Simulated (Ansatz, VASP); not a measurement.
# One calculation of NbCrCl, two programs

```
Nb Cr Cl
1.0
     3.65118    0.00000    0.00000
     0.00000    3.65118    0.00000
     0.00000    0.00000    4.85686
Nb Cr Cl
1 1 1
Cartesian
  1.8256 1.8256 0.0000
  0.0000 0.0000 0.0000
  1.8256 1.8256 2.4284
```

Alike in both runs: functional PBE; k mesh 6 × 6 × 4; occupations gaussian, width 0.1 eV; collinear spin.

Ansatz relaxed the structure, and its values are those at the end. VASP's run is a single point on that final structure, the one shown.

```csv
,VASP,Ansatz
version,VASP 6.6.1,Ansatz 0.2.0
potentials or method,"VASP PAW PBE potentials, release 64 (Nb_sv, Cr_pv, Cl), cutoff 520 eV","scalar-relativistic, plane waves, PAW"
valence electrons in the cell,32,34
```

```tsv
	VASP	Ansatz	Ansatz less VASP
gap on the k mesh at the Fermi level (eV)	none	none	-
pressure (GPa)	-0.1	0.0	+0.10
net moment per atom (μB)	0.82	0.82	0.000
size of the moment on the site where the two differ most (μB)	0.69	0.54	-0.150
```

Site moments also hang on the region over which each program counts them. A gap of «none» marks a metal or a gap that the smearing closes. VASP's potentials hold 32 valence electrons a cell and Ansatz's 34, so a difference there can come from the potentials and not from the codes.
